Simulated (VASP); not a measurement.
# BaSr (Cmmm) in VASP: single point with LDA

Aim: the single point of BaSr with LDA.

Everything below comes from runs of VASP 6.6.1. Logs are shortened: lines on timing, memory, paths and dates and some standing lists are left out, and cuts for length are marked.

## (1) The cell of the first run

The structure is orthorhombic, space group Cmmm (No. 65). Conventional cell: a = 5.017 Å, b = 6.931 Å, c = 6.921 Å, α = 90.00°, β = 90.00°, γ = 90.00°. Within 5.6 Å of Ba (site symmetry mmm) lie 8 Sr at 4.27 to 4.90 Å and 6 Ba at 4.28 to 5.02 Å. Sr (site symmetry mmm) has 8 Ba at 4.27 to 4.90 Å and 6 Sr at 4.28 to 5.02 Å within 5.6 Å.

## (2) Single point, LDA

Input file INCAR:

```
  PREC = Accurate
  ENCUT = 520
  EDIFF = 1E-6
  ISMEAR = -1
  SIGMA = 0.1
  LREAL = False
  LASPH = True
  NELM = 80
  ALGO = Normal
  ISIF = 2
  LWAVE = False
  LCHARG = False
  NBANDS = 17
```

Input file KPOINTS:

```
Automatic mesh
0
Gamma
  6 6 4
```

Input file POSCAR:

```
BaSr
1.0
    2.5086023700     -3.4657214600      0.0000000000
    2.5086023700      3.4657214600      0.0000000000
    0.0000000000      0.0000000000      6.9208264000
Ba Sr
1 1
Direct
    0.0000000000      0.0000000000      0.0000000000
    0.5000000000      0.5000000000      0.5000000000
```

Potentials or basis: VASP PAW LDA potentials, release 64 (Ba_sv, Sr_sv).

Command:

```
> cat potpaw_LDA.64/Ba_sv/POTCAR potpaw_LDA.64/Sr_sv/POTCAR > POTCAR
> mpirun -np 1 vasp_std > vasp.out
```

OUTCAR:

```text
PREC = Accurate
   ENCUT = 520
   EDIFF = 1E-6
   ISMEAR = -1
   LREAL = False
   LASPH = True
   NELM = 80
   ISIF = 2

 ion  position               nearest neighbor table
   1  0.000  0.000  0.000-   2 4.27   2 4.27   2 4.27   2 4.27   2 4.90   2 4.90   2 4.90   2 4.90

   2  0.500  0.500  0.500-   1 4.27   1 4.27   1 4.27   1 4.27   1 4.90   1 4.90   1 4.90   1 4.90

  LATTYP: Found a base centered orthorhombic cell.
 ALAT       =     5.0172047400
 B/A-ratio  =     1.3815347946
 C/A-ratio  =     1.3794187717

  Lattice vectors:

 A1 = (   2.5086023700,  -3.4657214600,   0.0000000000)
 A2 = (   2.5086023700,   3.4657214600,   0.0000000000)
 A3 = (   0.0000000000,   0.0000000000,   6.9208264000)

Analysis of symmetry for initial positions (statically):
=====================================================================
 Subroutine PRICEL returns:
 Original cell was already a primitive cell.

 Routine SETGRP: Setting up the symmetry group for a
 base centered orthorhombic supercell.

 Subroutine GETGRP returns: Found  8 space group operations
 (whereof  8 operations were pure point group operations)
 out of a pool of  8 trial point group operations.

The static configuration has the point symmetry D_2h.

Analysis of symmetry for dynamics (positions and initial velocities):
=====================================================================
 Subroutine PRICEL returns:
 Original cell was already a primitive cell.

 Routine SETGRP: Setting up the symmetry group for a
 base centered orthorhombic supercell.

 Subroutine GETGRP returns: Found  8 space group operations
 (whereof  8 operations were pure point group operations)
 out of a pool of  8 trial point group operations.

The dynamic configuration has the point symmetry D_2h.

 Subroutine INISYM returns: Found  8 space group operations
 (whereof  8 operations are pure point group operations),
 and found     1 'primitive' translations

----------------------------------------------------------------------------------------

                                     Primitive cell

  volume of cell :     120.3409

  direct lattice vectors                    reciprocal lattice vectors
     2.508602370 -3.465721460  0.000000000     0.199314170 -0.144270105  0.000000000
     2.508602370  3.465721460  0.000000000     0.199314170  0.144270105  0.000000000
     0.000000000  0.000000000  6.920826400     0.000000000  0.000000000  0.144491415

[... 75 lines left out ...]
   ISTART =      0    job   : 0-new  1-cont  2-samecut
   ICHARG =      2    charge: 1-file 2-atom 10-const
   ISPIN  =      1    spin polarized calculation?
   LNONCOLLINEAR =      F non collinear calculations
   LSORBIT =      F    spin-orbit coupling
   LASPH  =      T    aspherical Exc in radial PAW
   ENCUT  =  520.0 eV  38.22 Ry    6.18 a.u.   7.95  7.95 12.87*2*pi/ulx,y,z
   NELM   =     80;   NELMIN=  2; NELMDL= -5     # of ELM steps
   EDIFF  = 0.1E-05   stopping-criterion for ELM
   LREAL  =      F    real-space projection
   EDIFFG = 0.1E-04   stopping-criterion for IOM
   NSW    =      0    number of steps for IOM
   IBRION =     -1    ionic relax: 0-MD 1-quasi-New 2-CG
   NFREE  =      0    steps in history (QN), initial steepest desc. (CG)
   ISIF   =      2    stress and relaxation
   ISYM   =      2    0-nonsym 1-usesym 2-fastsym
   POTIM  = 0.5000    time-step for ionic-motion
   TEBEG  =    0.0;   TEEND  =   0.0 temperature during run
   PSTRESS=    0.0 pullay stress
   NELECT =      20.0000    total number of electrons
   NUPDOWN=      -1.0000    fix difference up-down
   EMIN   =  10.00;   EMAX   =-10.00  energy-range for DOS
   EFERMI =   0.00;   METHOD = LEGACY
   ISMEAR =    -1;   SIGMA  =   0.10  broadening in eV -4-tet -1-fermi 0-gaus
   EFERMI_NEDOS =   21; number of points for ismear=-14 and -15
   IALGO  =     38    algorithm
   IMIX   =      4    mixing-type and parameters
     AMIX     =   0.40;   BMIX     =  1.00
     AMIX_MAG =   1.60;   BMIX_MAG =  1.00
  volume/ion in A,a.u.               =      60.17       406.05
  Fermi-wavevector in a.u.,A,eV,Ry     =   0.900078  1.700902 11.022640  0.810141
  Thomas-Fermi vector in A             =   2.022992
   LORBIT       =      0    0 simple, 1 ext, 2 COOP (PROOUT), +10 PAW based schemes
   GGA     = CA    functional components
   LHFCALC =     F    Hartree Fock is set to
   AEXX    =    0.0000 exact exchange contribution
   IVDW    =     0    specifies the selected vdW correction
   LEPSILON=     F    determine dielectric tensor
   LRPA    =     F    only Hartree local field effects (RPA)
 non-spin polarized calculation
  energy-cutoff  :      520.00
  volume of cell :      120.34
 maximum number of plane-waves:      3262
   NGX = 15   NGY = 15   NGZ = 25

 number of electron      19.9999998 magnetization

 Free energy of the ion-electron system (eV)
  ---------------------------------------------------
  ext. energy  EPLUGINS =         0.00000000
  ---------------------------------------------------
  free energy    TOTEN  =        -4.09489786 eV

  energy without entropy =       -4.01234010  energy(sigma->0) =       -4.05361898

 E-fermi :   1.3645     XC(G=0):  -7.5248

 val. band max:        1.3450010361   @ k =   0.1667   0.1667   0.0000
 cond. band min:       1.4126059594   @ k =   0.3333   0.3333   0.2500
 fundamental gap:      0.0676049232
 Fermi energy:         1.3645391209

 k-point     1 :       0.0000    0.0000    0.0000
  band No.  band energies     occupation
      1     -35.1712      2.00000
      2     -27.4512      2.00000
      3     -17.2557      2.00000
      4     -17.2099      2.00000
      5     -17.1673      2.00000
      6     -12.6697      2.00000
[... 457 lines left out ...]
      4     -17.2555      2.00000
      5     -17.2354      2.00000
      6     -12.8279      2.00000
[... 9 lines left out ...]
     16       4.3209      0.00000
     17       5.0883      0.00000

 [... further k-points ...]
[... 5 lines left out ...]
  --------------------------------------------------------------------------------------
  -------------------------------------------------------------------------------------
  Total       -1.1388124     -1.1955722     -1.1403280     -0.0000000      0.0000000      0.0000000
  in kB      -15.1617502    -15.9174302    -15.1819289     -0.0000000      0.0000000      0.0000000
  external PRESSURE =     -15.4203697 kB  Pullay stress =       0.0000000 kB

 VOLUME and BASIS-vectors are now :
 -----------------------------------------------------------------------------
  energy-cutoff  :      520.00
  volume of cell :      120.34
      direct lattice vectors                 reciprocal lattice vectors
     2.508602370 -3.465721460  0.000000000     0.199314170 -0.144270105  0.000000000
     2.508602370  3.465721460  0.000000000     0.199314170  0.144270105  0.000000000
     0.000000000  0.000000000  6.920826400     0.000000000  0.000000000  0.144491415

 POSITION                                       TOTAL-FORCE (eV/Angst)
 -----------------------------------------------------------------------------------
      0.00000      0.00000      0.00000         0.000000      0.000000      0.000000
      2.50860      0.00000      3.46041        -0.000000     -0.000000      0.000000
 -----------------------------------------------------------------------------------
    total drift:                                0.000000      0.000000     -0.000000

  FREE ENERGIE OF THE ION-ELECTRON SYSTEM (eV)
  ---------------------------------------------------
  free  energy   TOTEN  =        -4.0948978630 eV

  energy  without entropy=       -4.0123401049  energy(sigma->0) =       -4.05361898
```

OSZICAR:

```text
N       E                     dE             d eps       ncg     rms          rms(c)
DAV:   1     0.118182543399E+03    0.11818E+03   -0.88389E+03  1326   0.991E+02
DAV:   2     0.405222145535E+01   -0.11413E+03   -0.11188E+03  1869   0.206E+02
DAV:   3    -0.383333045593E+01   -0.78856E+01   -0.78585E+01  2025   0.472E+01
DAV:   4    -0.416421202735E+01   -0.33088E+00   -0.33068E+00  2006   0.694E+00
DAV:   5    -0.416789741310E+01   -0.36854E-02   -0.36852E-02  1989   0.745E-01    0.929E+00
DAV:   6    -0.410036578396E+01    0.67532E-01   -0.28458E-01  1915   0.130E+00    0.619E+00
DAV:   7    -0.409709009548E+01    0.32757E-02   -0.94237E-02  2086   0.144E+00    0.410E-01
DAV:   8    -0.409481881176E+01    0.22713E-02   -0.20380E-02  2044   0.321E-01    0.120E-01
DAV:   9    -0.409488420343E+01   -0.65392E-04   -0.25991E-04  1881   0.685E-02    0.374E-02
DAV:  10    -0.409489673572E+01   -0.12532E-04   -0.16435E-05  2190   0.209E-02    0.132E-02
DAV:  11    -0.409489783908E+01   -0.11034E-05   -0.14765E-06  1431   0.746E-03    0.211E-03
DAV:  12    -0.409489786305E+01   -0.23969E-07   -0.31890E-07  1155   0.257E-03
   1 F= -.40948979E+01 E0= -.40536190E+01  d E =-.825578E-01
```

Wall time 77 s (1 thread of Intel Xeon 8259CL, shared host); peak memory 0.24 GiB.

Results:

| Item | Value |
| --- | --- |
| Free energy | -4.0949 eV |
| Pressure | -1.5 GPa |
| Band gap on the k mesh | zero (bands 10 and 11 overlap by 0.51 eV) |

Caveat: spin-orbit coupling is left out, which moves the levels of the heavy elements.
